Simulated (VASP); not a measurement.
# CaF2 (Fm-3m) in VASP: notebook

CaF2 is run at these levels: PBE; tasks: single point.

Program: VASP 6.6.1. These are calculated values, not measurements. Logs are shortened: lines on timing, memory, paths and dates and some standing lists are left out, and cuts for length are marked.

### Step 1. The cell of the first run

The structure is cubic, space group Fm-3m (No. 225). The conventional cell has a = 5.276 Å, b = 5.276 Å, c = 5.276 Å, α = 90.00°, β = 90.00°, γ = 90.00°. Ca (site symmetry m-3m) has 8 F at 2.28 Å within 3.0 Å. Within 3.0 Å of F (site symmetry -43m) lie 4 Ca at 2.28 Å and 6 F at 2.64 Å.

### Step 2. Single point, PBE (strain -3.0%)

Input file INCAR:

```
SYSTEM = CaF2
ALGO     = Normal         ! electronic algorithm
EDIFF    = 1E-6           ! SCF threshold, eV
ENCUT    = 600            ! plane-wave cutoff, eV
GGA      = PE             ! functional
GGA_COMPAT= .False.      
ISIF     = 2              ! what is computed and relaxed
ISMEAR   = -1             ! smearing method
LASPH    = .True.         ! aspherical terms in the spheres
LCHARG   = .False.        ! write CHGCAR
LREAL    = .False.        ! projectors in reciprocal space
LWAVE    = .False.        ! write WAVECAR
NBANDS   = 19             ! bands
NELM     = 120            ! most SCF steps
PREC     = Accurate       ! precision mode
SIGMA    = 0.02           ! smearing width, eV
```

Input file KPOINTS:

```
k-points
0
Gamma
  8 8 8
  0 0 0
```

Input file POSCAR:

```
CaF2
1.0
    0.0000000000      2.6380051846      2.6380051846
    2.6380051846      0.0000000000      2.6380051846
    2.6380051846      2.6380051846      0.0000000000
Ca F
1 2
Direct
    0.0000000000      0.0000000000      0.0000000000
    0.2500000000      0.2500000000      0.2500000000
    0.7500000000      0.7500000000      0.7500000000
```

Potentials or basis: VASP PAW PBE potentials, release 64 (Ca_sv, F).

Launch:

```sh
$ cat potpaw_PBE.64/Ca_sv/POTCAR potpaw_PBE.64/F/POTCAR > POTCAR
$ mpirun -np 1 vasp_std > vasp.out
```

OUTCAR:

```text
SYSTEM = CaF2
   EDIFF = 1E-6
   ENCUT = 600
   GGA = PE
   ISIF = 2
   ISMEAR = -1
   LASPH = .True.
   LREAL = .False.
   NELM = 120
   PREC = Accurate

 ion  position               nearest neighbor table
   1  0.000  0.000  0.000-   3 2.28   3 2.28   3 2.28   2 2.28   3 2.28   2 2.28   2 2.28   2 2.28

   2  0.250  0.250  0.250-   1 2.28   1 2.28   1 2.28   1 2.28
   3  0.750  0.750  0.750-   1 2.28   1 2.28   1 2.28   1 2.28

  LATTYP: Found a face centered cubic cell.
 ALAT       =     5.2760103692

  Lattice vectors:

 A1 = (   0.0000000000,   2.6380051846,   2.6380051846)
 A2 = (   2.6380051846,   0.0000000000,   2.6380051846)
 A3 = (   2.6380051846,   2.6380051846,   0.0000000000)

Analysis of symmetry for initial positions (statically):
=====================================================================
 Subroutine PRICEL returns:
 Original cell was already a primitive cell.

 Routine SETGRP: Setting up the symmetry group for a
 face centered cubic supercell.

 Subroutine GETGRP returns: Found 48 space group operations
 (whereof 48 operations were pure point group operations)
 out of a pool of 48 trial point group operations.

The static configuration has the point symmetry O_h .

Analysis of symmetry for dynamics (positions and initial velocities):
=====================================================================
 Subroutine PRICEL returns:
 Original cell was already a primitive cell.

 Routine SETGRP: Setting up the symmetry group for a
 face centered cubic supercell.

 Subroutine GETGRP returns: Found 48 space group operations
 (whereof 48 operations were pure point group operations)
 out of a pool of 48 trial point group operations.

The dynamic configuration has the point symmetry O_h .

 Subroutine INISYM returns: Found 48 space group operations
 (whereof 48 operations are pure point group operations),
 and found     1 'primitive' translations

----------------------------------------------------------------------------------------

                                     Primitive cell

  volume of cell :      36.7161

  direct lattice vectors                    reciprocal lattice vectors
     0.000000000  2.638005185  2.638005185    -0.189537156  0.189537156  0.189537156
     2.638005185  0.000000000  2.638005185     0.189537156 -0.189537156  0.189537156
     2.638005185  2.638005185  0.000000000     0.189537156  0.189537156 -0.189537156

  length of vectors
     3.730702710  3.730702710  3.730702710     0.328287984  0.328287984  0.328287984

  position of ions in fractional coordinates (direct lattice)
     0.000000000  0.000000000  0.000000000
     0.250000000  0.250000000  0.250000000
     0.750000000  0.750000000  0.750000000

  ion indices of the primitive-cell ions
   primitive index   ion index
                 1           1
                 2           2
                 3           3

----------------------------------------------------------------------------------------

 KPOINTS: k-points

Automatic generation of k-mesh.
 Grid dimensions read from file:
 generate k-points for:    8    8    8

 Generating k-lattice:

  Cartesian coordinates                     Fractional coordinates (reciprocal lattice)
    -0.023692144  0.023692144  0.023692144     0.125000000  0.000000000  0.000000000
     0.023692144 -0.023692144  0.023692144     0.000000000  0.125000000  0.000000000
     0.023692144  0.023692144 -0.023692144     0.000000000  0.000000000  0.125000000

  Length of vectors
     0.041035998  0.041035998  0.041035998

  Shift w.r.t. Gamma in fractional coordinates (k-lattice)
     0.000000000  0.000000000  0.000000000

 Subroutine IBZKPT returns following result:
 ===========================================

 Found     29 irreducible k-points:

 Following reciprocal coordinates:
            Coordinates               Weight
  0.000000  0.000000  0.000000      1.000000
  0.125000  0.000000  0.000000      8.000000
  0.250000  0.000000  0.000000      8.000000
  0.375000  0.000000  0.000000      8.000000
  0.500000  0.000000  0.000000      4.000000
  0.125000  0.125000  0.000000      6.000000
[... 16 lines left out ...]
  0.500000  0.250000  0.125000     48.000000
 -0.375000  0.250000  0.125000     24.000000
 [... further k-points ...]
   k-points           NKPTS =     29   k-points in BZ     NKDIM =     29   number of bands    NBANDS=     19
   number of dos      NEDOS =    301   number of ions     NIONS =      3
   total plane-waves  NPLWV =  27000
   dimension x,y,z NGX =    30 NGY =   30 NGZ =   30
   dimension x,y,z NGXF=    60 NGYF=   60 NGZF=   60
   ions per type =               1   2
   NGX,Y,Z   is equivalent  to a cutoff of  13.37, 13.37, 13.37 a.u.
   NGXF,Y,Z  is equivalent  to a cutoff of  26.74, 26.74, 26.74 a.u.
 SYSTEM =  CaF2
   PREC   = accura    normal or accurate (medium, high low for compatibility)
   ISTART =      0    job   : 0-new  1-cont  2-samecut
   ICHARG =      2    charge: 1-file 2-atom 10-const
   ISPIN  =      1    spin polarized calculation?
   LNONCOLLINEAR =      F non collinear calculations
   LSORBIT =      F    spin-orbit coupling
   LASPH  =      T    aspherical Exc in radial PAW
   ENCUT  =  600.0 eV  44.10 Ry    6.64 a.u.   7.45  7.45  7.45*2*pi/ulx,y,z
   NELM   =    120;   NELMIN=  2; NELMDL= -5     # of ELM steps
   EDIFF  = 0.1E-05   stopping-criterion for ELM
   LREAL  =      F    real-space projection
   EDIFFG = 0.1E-04   stopping-criterion for IOM
   NSW    =      0    number of steps for IOM
   IBRION =     -1    ionic relax: 0-MD 1-quasi-New 2-CG
   NFREE  =      0    steps in history (QN), initial steepest desc. (CG)
   ISIF   =      2    stress and relaxation
   ISYM   =      2    0-nonsym 1-usesym 2-fastsym
   POTIM  = 0.5000    time-step for ionic-motion
   TEBEG  =    0.0;   TEEND  =   0.0 temperature during run
   PSTRESS=    0.0 pullay stress
   NELECT =      24.0000    total number of electrons
   NUPDOWN=      -1.0000    fix difference up-down
   EMIN   =  10.00;   EMAX   =-10.00  energy-range for DOS
   EFERMI =   0.00;   METHOD = LEGACY
   ISMEAR =    -1;   SIGMA  =   0.02  broadening in eV -4-tet -1-fermi 0-gaus
   EFERMI_NEDOS =   21; number of points for ismear=-14 and -15
   IALGO  =     38    algorithm
   IMIX   =      4    mixing-type and parameters
     AMIX     =   0.40;   BMIX     =  1.00
     AMIX_MAG =   1.60;   BMIX_MAG =  1.00
  volume/ion in A,a.u.               =      12.24        82.59
  Fermi-wavevector in a.u.,A,eV,Ry     =   1.420778  2.684881 27.464864  2.018611
  Thomas-Fermi vector in A             =   2.541658
   LORBIT       =      0    0 simple, 1 ext, 2 COOP (PROOUT), +10 PAW based schemes
   GGA     = PE    functional components
   LHFCALC =     F    Hartree Fock is set to
   AEXX    =    0.0000 exact exchange contribution
   IVDW    =     0    specifies the selected vdW correction
   LEPSILON=     F    determine dielectric tensor
   LRPA    =     F    only Hartree local field effects (RPA)
 non-spin polarized calculation
  energy-cutoff  :      600.00
  volume of cell :       36.72
 maximum number of plane-waves:      1243
 NGX is ok and might be reduce to    30
   NGX = 15   NGY = 15   NGZ = 15

 number of electron      24.0000017 magnetization

 Free energy of the ion-electron system (eV)
  ---------------------------------------------------
  ext. energy  EPLUGINS =         0.00000000
  ---------------------------------------------------
  free energy    TOTEN  =       -17.12919733 eV

  energy without entropy =      -17.12919733  energy(sigma->0) =      -17.12919733

 E-fermi :   0.1755     XC(G=0): -10.1593

 val. band max:       -0.3767485054   @ k =   0.5000   0.5000   0.0000
 cond. band min:       7.5427667474   @ k =   0.0000   0.0000   0.0000
 fundamental gap:      7.9195152528
 Fermi energy:         0.1755480283

 k-point     1 :       0.0000    0.0000    0.0000
  band No.  band energies     occupation
      1     -35.9207      2.00000
      2     -20.5782      2.00000
      3     -19.6405      2.00000
      4     -16.8533      2.00000
      5     -16.8533      2.00000
      6     -16.8533      2.00000
[... 11 lines left out ...]
     18      11.6940      0.00000
     19      17.4580      0.00000

 k-point     2 :       0.1250    0.0000    0.0000
  band No.  band energies     occupation
      1     -35.9120      2.00000
      2     -20.6292      2.00000
      3     -19.6917      2.00000
      4     -16.8629      2.00000
      5     -16.8629      2.00000
      6     -16.7712      2.00000
[... 11 lines left out ...]
     18      11.6408      0.00000
     19      16.7637      0.00000

 k-point     3 :       0.2500    0.0000    0.0000
  band No.  band energies     occupation
      1     -35.8909      2.00000
      2     -20.7181      2.00000
      3     -19.8548      2.00000
      4     -16.8861      2.00000
      5     -16.8861      2.00000
      6     -16.5611      2.00000
[... 11 lines left out ...]
     18      11.5141      0.00000
     19      15.5241      0.00000

 k-point     4 :       0.3750    0.0000    0.0000
  band No.  band energies     occupation
      1     -35.8697      2.00000
      2     -20.7577      2.00000
      3     -20.0687      2.00000
      4     -16.9091      2.00000
      5     -16.9091      2.00000
      6     -16.3403      2.00000
[... 11 lines left out ...]
     18      11.3905      0.00000
     19      14.7145      0.00000

 k-point     5 :       0.5000    0.0000    0.0000
  band No.  band energies     occupation
      1     -35.8608      2.00000
      2     -20.7542      2.00000
      3     -20.1766      2.00000
      4     -16.9185      2.00000
      5     -16.9185      2.00000
      6     -16.2468      2.00000
[... 11 lines left out ...]
     18      11.3407      0.00000
     19      14.6015      0.00000

 k-point     6 :       0.1250    0.1250    0.0000
  band No.  band energies     occupation
      1     -35.9091      2.00000
      2     -20.6501      2.00000
      3     -19.7007      2.00000
      4     -16.8775      2.00000
      5     -16.8775      2.00000
      6     -16.7250      2.00000
[... 11 lines left out ...]
     18      11.6021      0.00000
     19      17.1652      0.00000

 k-point     7 :       0.2500    0.1250    0.0000
  band No.  band energies     occupation
      1     -35.8921      2.00000
      2     -20.7298      2.00000
      3     -19.8188      2.00000
      4     -16.9042      2.00000
      5     -16.8750      2.00000
      6     -16.5745      2.00000
[... 11 lines left out ...]
     18      11.5466      0.00000
     19      16.2388      0.00000

 k-point     8 :       0.3750    0.1250    0.0000
  band No.  band energies     occupation
      1     -35.8710      2.00000
      2     -20.7676      2.00000
      3     -20.0410      2.00000
      4     -16.9271      2.00000
      5     -16.8445      2.00000
      6     -16.4013      2.00000
[... 256 lines left out ...]
 k-point    20 :      -0.3750    0.3750    0.0000
  band No.  band energies     occupation
      1     -35.8428      2.00000
      2     -20.7807      2.00000
      3     -20.3448      2.00000
      4     -16.9851      2.00000
      5     -16.7354      2.00000
      6     -16.2292      2.00000
[... 11 lines left out ...]
     18      14.5223      0.00000
     19      15.4392      0.00000

 k-point    21 :       0.5000    0.5000    0.0000
  band No.  band energies     occupation
      1     -35.8412      2.00000
      2     -21.0042      2.00000
      3     -20.0330      2.00000
      4     -17.0170      2.00000
      5     -17.0170      2.00000
      6     -16.0109      2.00000
[... 11 lines left out ...]
     18      14.0294      0.00000
     19      15.4999      0.00000

 k-point    22 :       0.3750    0.2500    0.1250
  band No.  band energies     occupation
      1     -35.8751      2.00000
      2     -20.7796      2.00000
      3     -19.9709      2.00000
      4     -16.9208      2.00000
      5     -16.8427      2.00000
      6     -16.4534      2.00000
[... 11 lines left out ...]
     18      11.6500      0.00000
     19      16.1109      0.00000

 k-point    23 :       0.5000    0.2500    0.1250
  band No.  band energies     occupation
      1     -35.8581      2.00000
      2     -20.7481      2.00000
      3     -20.2223      2.00000
      4     -16.9469      2.00000
      5     -16.7295      2.00000
      6     -16.3794      2.00000
[... 11 lines left out ...]
     18      12.3485      0.00000
     19      15.5271      0.00000

 k-point    24 :      -0.3750    0.2500    0.1250
  band No.  band energies     occupation
      1     -35.8510      2.00000
      2     -20.6717      2.00000
      3     -20.3923      2.00000
      4     -16.9584      2.00000
      5     -16.6703      2.00000
      6     -16.3558      2.00000
[... 11 lines left out ...]
     18      12.8898      0.00000
     19      15.1217      0.00000

 [... further k-points ...]

------------------------ aborting loop because EDIFF is reached ----------------------------------------

  FORCE on cell =-STRESS in cart. coord.  units (eV):
  Direction    XX          YY          ZZ          XY          YZ          ZX
  --------------------------------------------------------------------------------------
  -------------------------------------------------------------------------------------
  Total        3.2173531      3.2173531      3.2173531      0.0000000      0.0000000     -0.0000000
  in kB      140.3952386    140.3952386    140.3952386      0.0000000      0.0000000     -0.0000000
  external PRESSURE =     140.3952386 kB  Pullay stress =       0.0000000 kB

 VOLUME and BASIS-vectors are now :
 -----------------------------------------------------------------------------
  energy-cutoff  :      600.00
  volume of cell :       36.72
      direct lattice vectors                 reciprocal lattice vectors
     0.000000000  2.638005185  2.638005185    -0.189537156  0.189537156  0.189537156
     2.638005185  0.000000000  2.638005185     0.189537156 -0.189537156  0.189537156
     2.638005185  2.638005185  0.000000000     0.189537156  0.189537156 -0.189537156

 POSITION                                       TOTAL-FORCE (eV/Angst)
 -----------------------------------------------------------------------------------
      0.00000      0.00000      0.00000        -0.000000     -0.000000      0.000000
      1.31900      1.31900      1.31900        -0.000000      0.000000      0.000000
      3.95701      3.95701      3.95701         0.000000      0.000000     -0.000000
 -----------------------------------------------------------------------------------
    total drift:                                0.000000     -0.000000      0.000000

  FREE ENERGIE OF THE ION-ELECTRON SYSTEM (eV)
  ---------------------------------------------------
  free  energy   TOTEN  =       -17.1291973307 eV

  energy  without entropy=      -17.1291973307  energy(sigma->0) =      -17.12919733
```

Run time: 27 s. Hardware: 1 thread of Intel Xeon 6975P-C, shared host; peak memory 0.18 GiB.

What came out:

| Quantity | Value |
| --- | --- |
| Free energy | -17.1292 eV |
| Pressure | 14.0 GPa |
| Band gap on the k mesh | 7.92 eV, indirect (least direct gap 8.19 eV) |

Levels at points of the mesh, in eV from the valence-band top:
| k point | band 9 | band 10 | band 11 | band 12 | band 13 | band 14 | band 15 | band 16 |
| --- | --- | --- | --- | --- | --- | --- | --- | --- |
| (0.00, 0.00, 0.00) | -2.46 | -0.27 | -0.27 | -0.27 | 7.92 | 9.56 | 9.56 | 12.07 |
| (0.50, 0.00, 0.00) | -1.41 | -1.36 | -0.90 | -0.90 | 9.84 | 9.84 | 10.44 | 11.26 |
| (0.50, 0.50, 0.00) | -1.79 | -0.43 | -0.43 | 0.00 | 8.40 | 10.13 | 10.65 | 11.58 |

Caveat: the cell differs from its parent crystal (strain -3.0%).

(Part 1 of 2 ends here.)
